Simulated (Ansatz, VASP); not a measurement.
YAlC6N6: VASP beside Ansatz

INCAR

```
SYSTEM = YAlC6N6
PREC = Accurate ; ENCUT = 600
EDIFF = 1E-6 ; ISMEAR = 0
SIGMA = 0.02 ; LREAL = .False.
LASPH = .True. ; NELM = 80
ALGO = Normal ; ISIF = 3
LWAVE = .False. ; LCHARG = .False.
GGA = PE ; IBRION = 2
NSW = 100 ; EDIFFG = -0.01
```

Contents of KPOINTS:

```
regular mesh
0
Gamma
  4 4 4
  0 0 0
```

The input POSCAR:

```
YAlC6N6
1.0
    0.0000000000      5.6436350475      5.6436350475
    5.6436350475      0.0000000000      5.6436350475
    5.6436350475      5.6436350475      0.0000000000
Y Al C N
1 1 6 6
Direct
    0.0000000000      0.0000000000      0.0000000000
    0.5000000000      0.5000000000      0.5000000000
    0.7778600734      0.2221399266      0.2221399266
    0.2221399266      0.7778600734      0.2221399266
    0.2221399266      0.2221399266      0.7778600734
    0.2221399266      0.7778600734      0.7778600734
    0.7778600734      0.2221399266      0.7778600734
    0.7778600734      0.7778600734      0.2221399266
    0.6747150582      0.3252849418      0.3252849418
    0.3252849418      0.6747150582      0.3252849418
    0.3252849418      0.3252849418      0.6747150582
    0.3252849418      0.6747150582      0.6747150582
    0.6747150582      0.3252849418      0.6747150582
    0.6747150582      0.6747150582      0.3252849418
```

Input for Ansatz:

```yaml
crystal:
  lattice:
    - [0.0, 5.6436350475, 5.6436350475]
    - [5.6436350475, 0.0, 5.6436350475]
    - [5.6436350475, 5.6436350475, 0.0]
  atoms:
    - { symbol: "Y", position: [0.0, 0.0, 0.0] }
    - { symbol: Al, position: [0.5, 0.5, 0.5] }
    - { symbol: C, position: [0.7778600734, 0.2221399266, 0.2221399266] }
    - { symbol: C, position: [0.2221399266, 0.7778600734, 0.2221399266] }
    - { symbol: C, position: [0.2221399266, 0.2221399266, 0.7778600734] }
    - { symbol: C, position: [0.2221399266, 0.7778600734, 0.7778600734] }
    - { symbol: C, position: [0.7778600734, 0.2221399266, 0.7778600734] }
    - { symbol: C, position: [0.7778600734, 0.7778600734, 0.2221399266] }
    - { symbol: "N", position: [0.6747150582, 0.3252849418, 0.3252849418] }
    - { symbol: "N", position: [0.3252849418, 0.6747150582, 0.3252849418] }
    - { symbol: "N", position: [0.3252849418, 0.3252849418, 0.6747150582] }
    - { symbol: "N", position: [0.3252849418, 0.6747150582, 0.6747150582] }
    - { symbol: "N", position: [0.6747150582, 0.3252849418, 0.6747150582] }
    - { symbol: "N", position: [0.6747150582, 0.6747150582, 0.3252849418] }
basis:
  ecutwfc: 420
kpoints:
  mp_grid: { grid: [4, 4, 4] }
hamiltonian:
  xc: pbe
scf:
  occupations: { method: gaussian, width: 0.02 }
output:
  forces: true
  stress: true
  eigenvalues: true
  write_density: true
  write_potential: true
  elf: true
  volumetric_format: npy
relax:
  adjacent_minimum: "off"
  f_tol: 0.01
  max_steps: 80
  cell: { stress_tol: 0.05 }
```

Alike in both runs: task relaxation of cell and atoms; functional PBE; k mesh 4 × 4 × 4; occupations gaussian, width 0.02 eV; no spin polarisation.

```csv
,VASP,Ansatz
version,VASP 6.6.1,Ansatz 0.2.0
potentials or method,"VASP PAW PBE potentials, release 64 (Y_sv, Al, C, N), cutoff 600 eV","scalar-relativistic, plane waves, PAW"
valence electrons in the cell,68,68
```

|  | VASP | Ansatz | Ansatz less VASP |
| --- | --- | --- | --- |
| gap on the k mesh at the Fermi level, each at its own relaxed structure (eV) | 4.47 | 4.50 | +0.027 |
| relaxed volume (Å³/atom) | 25.76 | 25.82 | +0.063 |
| relaxed cell length with the largest relative difference (Å) | 7.990 | 7.996 | +0.0066 |

Ansatz's warnings: xc potential rough in thin density.

Noted on VASP's run: the standard files for N, O and F lose accuracy on very short bonds.
